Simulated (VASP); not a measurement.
# SbP (P1) in VASP: further runs

Runs on SbP. Level: PBE. Tasks: single point.

Everything below comes from runs of VASP 6.6.1. Logs are shortened: lines on timing, memory, paths and dates and some standing lists are left out, and cuts for length are marked.

### Step 1. The cell of the first run

The typed cell holds 2 atoms: a = 4.425 Å, b = 4.425 Å, c = 3.166 Å, α = 90.00°, β = 90.00°, γ = 120.00°.

### Step 2. Single point, PBE

INCAR reads:

```
ALGO = Normal ; EDIFF = 1E-6
ENCUT = 520 ; GGA = PE
ISIF = 2 ; ISMEAR = -1
LASPH = T ; LCHARG = F
LREAL = F ; LWAVE = F
NBANDS = 12 ; NELM = 80
PREC = Accurate ; SIGMA = 0.05
```

KPOINTS reads:

```
k-points
0
Gamma
  5 5 6
```

POSCAR reads:

```
SbP
1.0
    4.4251886400      0.0000000000      0.0000000000
   -2.2125943200      3.8323257800      0.0000000000
    0.0000000000      0.0000000000      3.1658890400
Sb P
1 1
Direct
    0.0085110000      0.0069930000      0.3943120000
    0.3303890000      0.6719720000      0.3992300000
```

Potentials or basis: VASP PAW PBE potentials, release 64 (Sb, P).

Launch:

```bash
cat potpaw_PBE.64/Sb/POTCAR potpaw_PBE.64/P/POTCAR > POTCAR
mpirun -np 1 vasp_std > vasp.out
```

OUTCAR:

```text
EDIFF = 1E-6
   ENCUT = 520
   GGA = PE
   ISIF = 2
   ISMEAR = -1
   LASPH = T
   LREAL = F
   NELM = 80
   PREC = Accurate

 ion  position               nearest neighbor table
   1  0.009  0.007  0.394-   2 2.52   2 2.55   2 2.60
   2  0.330  0.672  0.399-   1 2.52   1 2.55   1 2.60

  LATTYP: Found a hexagonal cell.
 ALAT       =     4.4251886400
 C/A-ratio  =     0.7154246514

  Lattice vectors:

 A1 = (   4.4251886400,   0.0000000000,   0.0000000000)
 A2 = (  -2.2125943200,   3.8323257800,   0.0000000000)
 A3 = (   0.0000000000,   0.0000000000,   3.1658890400)

Analysis of symmetry for initial positions (statically):
=====================================================================
 Subroutine PRICEL returns:
 Original cell was already a primitive cell.

 Routine SETGRP: Setting up the symmetry group for a
 hexagonal supercell.

 Subroutine GETGRP returns: Found  1 space group operations
 (whereof  1 operations were pure point group operations)
 out of a pool of 24 trial point group operations.

The static configuration has the point symmetry C_1 .

Analysis of symmetry for dynamics (positions and initial velocities):
=====================================================================
 Subroutine PRICEL returns:
 Original cell was already a primitive cell.

 Routine SETGRP: Setting up the symmetry group for a
 hexagonal supercell.

 Subroutine GETGRP returns: Found  1 space group operations
 (whereof  1 operations were pure point group operations)
 out of a pool of 24 trial point group operations.

The dynamic configuration has the point symmetry C_1 .

 Subroutine INISYM returns: Found  1 space group operations
 (whereof  1 operations are pure point group operations),
 and found     1 'primitive' translations

----------------------------------------------------------------------------------------

                                     Primitive cell

  volume of cell :      53.6896

  direct lattice vectors                    reciprocal lattice vectors
     4.425188640  0.000000000  0.000000000     0.225979067  0.130469075  0.000000000
    -2.212594320  3.832325780  0.000000000     0.000000000  0.260938150  0.000000000
     0.000000000  0.000000000  3.165889040     0.000000000  0.000000000  0.315867040

  length of vectors
     4.425188640  4.425188641  3.165889040     0.260938150  0.260938150  0.315867040

  position of ions in fractional coordinates (direct lattice)
     0.008511000  0.006993000  0.394312000
     0.330389000  0.671972000  0.399230000

  ion indices of the primitive-cell ions
   primitive index   ion index
                 1           1
                 2           2

----------------------------------------------------------------------------------------

 KPOINTS: k-points

Automatic generation of k-mesh.
 Grid dimensions read from file:
 generate k-points for:    5    5    6

 Generating k-lattice:

  Cartesian coordinates                     Fractional coordinates (reciprocal lattice)
     0.045195813  0.026093815  0.000000000     0.200000000  0.000000000  0.000000000
     0.000000000  0.052187630  0.000000000     0.000000000  0.200000000  0.000000000
     0.000000000  0.000000000  0.052644507     0.000000000  0.000000000  0.166666667

  Length of vectors
     0.052187630  0.052187630  0.052644507

  Shift w.r.t. Gamma in fractional coordinates (k-lattice)
     0.000000000  0.000000000  0.000000000

 Subroutine IBZKPT returns following result:
 ===========================================

 Found     76 irreducible k-points:

 Following reciprocal coordinates:
            Coordinates               Weight
  0.000000  0.000000  0.000000      1.000000
  0.200000  0.000000  0.000000      2.000000
  0.000000  0.200000  0.000000      2.000000
 -0.200000  0.200000  0.000000      2.000000
  0.400000  0.000000  0.000000      2.000000
  0.000000  0.400000  0.000000      2.000000
[... 16 lines left out ...]
 -0.400000  0.400000  0.166667      2.000000
 -0.400000 -0.000000  0.166667      2.000000
 [... further k-points ...]
   k-points           NKPTS =     76   k-points in BZ     NKDIM =     76   number of bands    NBANDS=     12
   number of dos      NEDOS =    301   number of ions     NIONS =      2
   total plane-waves  NPLWV =  31104
   dimension x,y,z NGX =    36 NGY =   36 NGZ =   24
   dimension x,y,z NGXF=    72 NGYF=   72 NGZF=   48
   ions per type =               1   1
   NGX,Y,Z   is equivalent  to a cutoff of  13.52, 13.52, 12.60 a.u.
   NGXF,Y,Z  is equivalent  to a cutoff of  27.05, 27.05, 25.21 a.u.
 SYSTEM =  unknown system
   PREC   = accura    normal or accurate (medium, high low for compatibility)
   ISTART =      0    job   : 0-new  1-cont  2-samecut
   ICHARG =      2    charge: 1-file 2-atom 10-const
   ISPIN  =      1    spin polarized calculation?
   LNONCOLLINEAR =      F non collinear calculations
   LSORBIT =      F    spin-orbit coupling
   LASPH  =      T    aspherical Exc in radial PAW
   ENCUT  =  520.0 eV  38.22 Ry    6.18 a.u.   8.23  8.23  5.89*2*pi/ulx,y,z
   NELM   =     80;   NELMIN=  2; NELMDL= -5     # of ELM steps
   EDIFF  = 0.1E-05   stopping-criterion for ELM
   LREAL  =      F    real-space projection
   EDIFFG = 0.1E-04   stopping-criterion for IOM
   NSW    =      0    number of steps for IOM
   IBRION =     -1    ionic relax: 0-MD 1-quasi-New 2-CG
   NFREE  =      0    steps in history (QN), initial steepest desc. (CG)
   ISIF   =      2    stress and relaxation
   ISYM   =      2    0-nonsym 1-usesym 2-fastsym
   POTIM  = 0.5000    time-step for ionic-motion
   TEBEG  =    0.0;   TEEND  =   0.0 temperature during run
   PSTRESS=    0.0 pullay stress
   NELECT =      10.0000    total number of electrons
   NUPDOWN=      -1.0000    fix difference up-down
   EMIN   =  10.00;   EMAX   =-10.00  energy-range for DOS
   EFERMI =   0.00;   METHOD = LEGACY
   ISMEAR =    -1;   SIGMA  =   0.05  broadening in eV -4-tet -1-fermi 0-gaus
   EFERMI_NEDOS =   21; number of points for ismear=-14 and -15
   IALGO  =     38    algorithm
   IMIX   =      4    mixing-type and parameters
     AMIX     =   0.40;   BMIX     =  1.00
     AMIX_MAG =   1.60;   BMIX_MAG =  1.00
  volume/ion in A,a.u.               =      26.84       181.16
  Fermi-wavevector in a.u.,A,eV,Ry     =   0.934928  1.766758 11.892723  0.874090
  Thomas-Fermi vector in A             =   2.061783
   LORBIT       =      0    0 simple, 1 ext, 2 COOP (PROOUT), +10 PAW based schemes
   GGA     = PE    functional components
   LHFCALC =     F    Hartree Fock is set to
   AEXX    =    0.0000 exact exchange contribution
   IVDW    =     0    specifies the selected vdW correction
   LEPSILON=     F    determine dielectric tensor
   LRPA    =     F    only Hartree local field effects (RPA)
 non-spin polarized calculation
  energy-cutoff  :      520.00
  volume of cell :       53.69
 maximum number of plane-waves:      1469
 NGX is ok and might be reduce to    36
   NGX = 17   NGY = 17   NGZ = 11

 number of electron      10.0000000 magnetization

 Free energy of the ion-electron system (eV)
  ---------------------------------------------------
  ext. energy  EPLUGINS =         0.00000000
  ---------------------------------------------------
  free energy    TOTEN  =        -8.46972722 eV

  energy without entropy =       -8.46528020  energy(sigma->0) =       -8.46750371

 E-fermi :   5.9810     XC(G=0):  -9.1353

 val. band max:        5.9334379249   @ k =   0.0000   0.0000   0.5000
 cond. band min:       6.0571115910   @ k =  -0.2000   0.4000   0.3333
 fundamental gap:      0.1236736661
 Fermi energy:         5.9809607748

 k-point     1 :       0.0000    0.0000    0.0000
  band No.  band energies     occupation
      1      -7.5327      2.00000
      2       0.0267      2.00000
      3       1.7972      2.00000
      4       2.1391      2.00000
      5       6.2364      0.01202
      6       6.6366      0.00000
      7       6.6382      0.00000
      8      10.8617      0.00000
      9      11.6921      0.00000
     10      12.4965      0.00000
     11      17.6864      0.00000
     12      17.8965      0.00000

 k-point     2 :       0.2000    0.0000    0.0000
  band No.  band energies     occupation
      1      -7.2074      2.00000
      2      -1.7245      2.00000
      3       1.4094      2.00000
      4       3.3352      2.00000
      5       6.5196      0.00004
      6       6.8858      0.00000
      7       7.7128      0.00000
      8      11.7083      0.00000
      9      11.9004      0.00000
     10      12.6002      0.00000
     11      16.7887      0.00000
     12      17.4296      0.00000

 k-point     3 :       0.0000    0.2000    0.0000
  band No.  band energies     occupation
      1      -7.1955      2.00000
      2      -1.8246      2.00000
      3       1.5465      2.00000
      4       3.3337      2.00000
      5       6.5903      0.00001
      6       6.8966      0.00000
      7       7.5848      0.00000
      8      11.6685      0.00000
      9      11.8928      0.00000
     10      12.6144      0.00000
     11      16.7196      0.00000
     12      17.5160      0.00000

 k-point     4 :      -0.2000    0.2000    0.0000
  band No.  band energies     occupation
      1      -7.1885      2.00000
      2      -1.8793      2.00000
      3       1.6249      2.00000
      4       3.3246      2.00000
      5       6.6796      0.00000
      6       6.9030      0.00000
      7       7.4660      0.00000
      8      11.6451      0.00000
      9      11.8896      0.00000
     10      12.6245      0.00000
     11      16.6916      0.00000
     12      17.5705      0.00000

 k-point     5 :       0.4000    0.0000    0.0000
  band No.  band energies     occupation
      1      -6.3808      2.00000
      2      -3.7070      2.00000
      3       0.9222      2.00000
      4       3.4703      2.00000
      5       7.4280      0.00000
      6       8.7337      0.00000
      7      10.0216      0.00000
      8      10.5839      0.00000
      9      12.3898      0.00000
     10      13.5202      0.00000
     11      14.5806      0.00000
     12      15.9726      0.00000
[... 228 lines left out ...]
      1      -6.0856      2.00000
      2      -3.4004      2.00000
      3       1.1682      2.00000
      4       3.7558      2.00000
      5       5.3723      1.99999
      6       7.7704      0.00000
      7       9.4052      0.00000
      8      10.2822      0.00000
      9      13.3272      0.00000
     10      13.8908      0.00000
     11      14.6673      0.00000
     12      15.2778      0.00000

 k-point    22 :       0.0000    0.4000    0.1667
  band No.  band energies     occupation
      1      -6.0084      2.00000
      2      -3.5890      2.00000
      3       1.2746      2.00000
      4       3.8683      2.00000
      5       5.4270      1.99997
      6       7.6714      0.00000
      7       9.4180      0.00000
      8      10.1849      0.00000
      9      13.2165      0.00000
     10      13.9554      0.00000
     11      14.7335      0.00000
     12      15.1980      0.00000

 k-point    23 :      -0.4000    0.4000    0.1667
  band No.  band energies     occupation
      1      -5.9593      2.00000
      2      -3.6984      2.00000
      3       1.3278      2.00000
      4       3.9383      2.00000
      5       5.4658      1.99993
      6       7.5972      0.00000
      7       9.4571      0.00000
      8      10.1106      0.00000
      9      13.1738      0.00000
     10      13.9570      0.00000
     11      14.7619      0.00000
     12      15.1584      0.00000

 k-point    24 :      -0.4000   -0.0000    0.1667
  band No.  band energies     occupation
      1      -6.0857      2.00000
      2      -3.4004      2.00000
      3       1.1684      2.00000
      4       3.7555      2.00000
      5       5.3697      1.99999
      6       7.7828      0.00000
      7       9.3952      0.00000
      8      10.2773      0.00000
      9      13.3170      0.00000
     10      13.9104      0.00000
     11      14.6817      0.00000
     12      15.2639      0.00000

 [... further k-points ...]
[... 5 lines left out ...]
  --------------------------------------------------------------------------------------
  -------------------------------------------------------------------------------------
  Total        2.4119049      2.4910021     -0.6560272     -0.3779630      0.0005185      0.0059392
  in kB       71.9748669     74.3352449    -19.5768375    -11.2789827      0.0154726      0.1772336
  external PRESSURE =      42.2444248 kB  Pullay stress =       0.0000000 kB

 VOLUME and BASIS-vectors are now :
 -----------------------------------------------------------------------------
  energy-cutoff  :      520.00
  volume of cell :       53.69
      direct lattice vectors                 reciprocal lattice vectors
     4.425188640  0.000000000  0.000000000     0.225979067  0.130469075  0.000000000
    -2.212594320  3.832325780  0.000000000     0.000000000  0.260938150  0.000000000
     0.000000000  0.000000000  3.165889040     0.000000000  0.000000000  0.315867040

 POSITION                                       TOTAL-FORCE (eV/Angst)
 -----------------------------------------------------------------------------------
      0.02219      0.02680      1.24835        -0.422898     -0.039965     -0.012579
     -0.02477      2.57522      1.26392         0.422898      0.039965      0.012579
 -----------------------------------------------------------------------------------
    total drift:                               -0.000040      0.000000     -0.000016

  FREE ENERGIE OF THE ION-ELECTRON SYSTEM (eV)
  ---------------------------------------------------
  free  energy   TOTEN  =        -8.4697272192 eV

  energy  without entropy=       -8.4652802008  energy(sigma->0) =       -8.46750371
```

It took 36 s on 1 thread of Intel Xeon Platinum 8375C at 2.90GHz (Ice Lake), shared host; peak memory 0.21 GiB.

Results:

```yaml
Free_energy: -8.4697 eV
Pressure: 4.2 GPa
Largest_force: 0.425 eV/Å
Band_gap_on_the_k_mesh: zero (band 5 reaches 7.75 eV, above the bottom of band 6 at 5.00 eV)
```

Forces on the atoms (eV/Å):
```
Sb  -0.423 -0.040 -0.013
P    0.423  0.040  0.013
```

Stress tensor (GPa, compression positive):
```
 7.20 -1.13  0.02
-1.13  7.43  0.00
 0.02  0.00 -1.96
```

Levels at points of the mesh, in eV from the Fermi level:
```
           k point  band 1  band 2  band 3  band 4  band 5  band 6  band 7  band 8  band 9  band 10
(0.00, 0.00, 0.00)  -13.51   -5.95   -4.18   -3.84    0.26    0.66    0.66    4.88    5.71     6.52
(0.00, 0.00, 0.50)  -11.94   -5.85   -3.86   -3.10   -2.73   -0.05    1.77    2.21    5.45     5.63
```

Caveat: spin-orbit coupling is left out, which moves the levels of the heavy elements.

### Step 3. Single point, PBE

INCAR reads:

```
SYSTEM = SbP
  PREC = Accurate
  ENCUT = 520
  EDIFF = 1E-6
  ISMEAR = -1
  SIGMA = 0.05
  LREAL = .False.
  LASPH = .True.
  NELM = 80
  ALGO = Normal
  ISIF = 2
  LWAVE = .False.
  LCHARG = .True.
  GGA = PE
  LELF = .True.
  LVHAR = .True.
  NBANDS = 12
```

KPOINTS reads:

```
regular mesh
0
Gamma
  5 5 6
  0 0 0
```

POSCAR is that of step 2.

Potentials or basis: VASP PAW PBE potentials, release 64 (Sb, P).

Launch:

```bash
cat potpaw_PBE.64/Sb/POTCAR potpaw_PBE.64/P/POTCAR > POTCAR
mpirun -np 1 vasp_std > vasp.out
```

It took 34 s on 1 thread of Intel Xeon Platinum 8375C at 2.90GHz (Ice Lake), shared host; peak memory 0.2 GiB.

The run converged. Its results:

```yaml
Free_energy: -8.4697 eV
Pressure: 4.2 GPa
Largest_force: 0.425 eV/Å
Band_gap_on_the_k_mesh: zero (band 5 reaches 7.75 eV, above the bottom of band 6 at 5.00 eV)
```

Forces in eV/Å, atoms in the order of the input:
```
Sb  -0.423 -0.040 -0.013
P    0.423  0.040  0.013
```

Stress tensor (GPa, compression positive):
```
 7.20 -1.13  0.02
-1.13  7.43  0.00
 0.02  0.00 -1.96
```

Levels at points of the mesh, in eV from the Fermi level:
```tsv
k point	band 1	band 2	band 3	band 4	band 5	band 6	band 7	band 8	band 9	band 10
(0.00, 0.00, 0.00)	-13.51	-5.95	-4.18	-3.84	0.26	0.66	0.66	4.88	5.71	6.52
(0.00, 0.00, 0.50)	-11.94	-5.85	-3.86	-3.10	-2.73	-0.05	1.77	2.21	5.45	5.63
```

Caveat: spin-orbit coupling is left out, which moves the levels of the heavy elements.
